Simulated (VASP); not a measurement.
Set up this calculation in VASP 6.6.1, as the native input.

```
Task                   : single point
Functional             : PBE
Potentials or basis    : VASP PAW PBE potentials, release 64 (Hf_pv, H)
Cutoff                 : 500 eV
k mesh                 : 6 × 6 × 4
Occupations            : gaussian, width 0.1 eV
Spin                   : no spin polarisation
Dipole correction      : no
Further INCAR settings : ALGO = Normal; EDIFF = 1e-06; NBANDS = 19
```

The structure of HfH8 lies in POSCAR:

```
HfH8
1.0
    3.7665371500      0.0000000000      0.0000000000
   -1.8832685800      3.2619168600      0.0000000000
    0.0000000000      0.0000000000      5.6556795000
Hf H
1 8
Direct
    0.0000000000      0.0000000000      0.5000000000
    0.5173141200      0.6693063600      0.0000000000
    0.3306936400      0.8480077600      0.0000000000
    0.1519922400      0.4826858800      0.0000000000
    0.6693063600      0.5173141200      0.0000000000
    0.8480077600      0.3306936400      0.0000000000
    0.4826858800      0.1519922400      0.0000000000
    0.3333333300      0.6666666700      0.5000000000
    0.6666666700      0.3333333300      0.5000000000
```

The cell was generated, and may not be a known phase.

The input as run:

INCAR

```
PREC = Accurate
ENCUT = 500
EDIFF = 1E-6
ISMEAR = 0
SIGMA = 0.1
LREAL = F
LASPH = T
NELM = 120
ALGO = Normal
ISIF = 2
LWAVE = F
LCHARG = F
GGA = PE
NBANDS = 19
GGA_COMPAT = F
```

KPOINTS

```
regular mesh
0
Gamma
  6 6 4
```

Potentials or basis: VASP PAW PBE potentials, release 64 (Hf_pv, H).

Run with:

```console
$ cat potpaw_PBE.64/Hf_pv/POTCAR potpaw_PBE.64/H/POTCAR > POTCAR
$ mpirun -np 1 vasp_std > vasp.out
```

Results of the run:

The pressure is -9.5 GPa. The largest force is 2.400 eV/Å and the band gap on the k mesh is zero (bands 9 and 10 overlap by 0.54 eV).

Caveat: the stress differs along the axes, from -13 to -2 GPa; spin-orbit coupling is left out, which moves the levels of the heavy elements; forces of over 1 eV/Å act on the atoms, so gaps and moduli don't describe the material at rest.

It took 14 s on 1 thread of AMD EPYC 9R45 96-Core Processor (Zen 5), with other jobs on the host, peak memory 0.15 GiB.
